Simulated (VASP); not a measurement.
The system is AgI.

```
CELL_PARAMETERS angstrom
4.65087 0.00000 0.00000
-2.32544 4.02777 0.00000
0.00000 0.00000 7.63729
ATOMIC_POSITIONS crystal
Ag 0.33333 0.66667 0.00068
Ag 0.66667 0.33333 0.50068
I 0.33333 0.66667 0.37432
I 0.66667 0.33333 0.87432
```

This cell differs from its parent crystal: uniaxial z strain +0.5%.

Base run:

* Program: VASP 6.6.1
* Functional: r2SCAN
* Potentials or basis: VASP PAW PBE potentials, release 64 (Ag, I)
* Cutoff: 550 eV
* k mesh: 6 × 6 × 4
* Occupations: gaussian, width 0.01 eV
* Spin: no spin polarisation

Its results: band gap on the k mesh 1.83 eV; pressure -0.3 GPa.

Problem. The run is repeated on the same cell with these changes: functional from r2SCAN to PBE; cutoff from 550 eV to 500 eV; occupations from gaussian, width 0.01 eV to fermi-dirac, width 0.02 eV. What comes out?

Solution. Band gap on the k mesh 1.37 eV; pressure 0.4 GPa.

Caveats: spin-orbit coupling is left out, which moves the levels of the heavy elements; the PAW data sets were made with another functional, which shifts forces and pressure a little (at least some runs).

